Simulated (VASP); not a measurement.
Wanted: the native input for a VASP 6.6.1 run.

- Task: single point
- Functional: PBE
- Potentials or basis: VASP PAW PBE potentials, release 64 (Ni)
- Cutoff: 600 eV
- k mesh: 15 × 15 × 15
- Occupations: fermi-dirac, width 0.05 eV
- Spin: collinear spin, ferromagnetic start
- Starting moments: [0.7] μB
- Dipole correction: no
- Further INCAR settings: ALGO = Normal; EDIFF = 1e-06; NBANDS = 15

The structure of Ni lies in POSCAR:

```
Ni
1.0
    0.0000000000      1.6799391071      1.9381285000
    1.6799391071      0.0000000000      1.9381285000
    1.6799391071      1.6799391071      0.0000000000
Ni
1
Direct
    0.0000000000      0.0000000000      0.0000000000
```

This cell differs from its parent crystal: stretched by +10 % along [0.0, 0.0, 1.0] at fixed volume.

The input as run:

INCAR

```
PREC = Accurate
ENCUT = 600
EDIFF = 1E-6
ISMEAR = -1
SIGMA = 0.05
LREAL = False
LASPH = True
NELM = 200
ALGO = Normal
ISIF = 2
LWAVE = False
LCHARG = False
ISPIN = 2
MAGMOM = 0.7
LORBIT = 11
LMAXMIX = 4
GGA = PE
NBANDS = 15
GGA_COMPAT = False
```

KPOINTS

```
regular mesh
0
Gamma
  15 15 15
```

Potentials or basis: VASP PAW PBE potentials, release 64 (Ni).

Run with:

```sh
$ cat potpaw_PBE.64/Ni/POTCAR > POTCAR
$ mpirun -np 1 vasp_std > vasp.out
```

It gave:

```yaml
Pressure: 0.7 GPa
Net_moment: 0.61 μB per cell
Site_moments: Ni +0.62 μB
Valence_electrons_inside_the_program's_atomic_spheres: Ni 9.31
```

It took 82 s on 1 thread of Intel Xeon 6975P-C, on a shared host, peak memory 0.2 GiB.
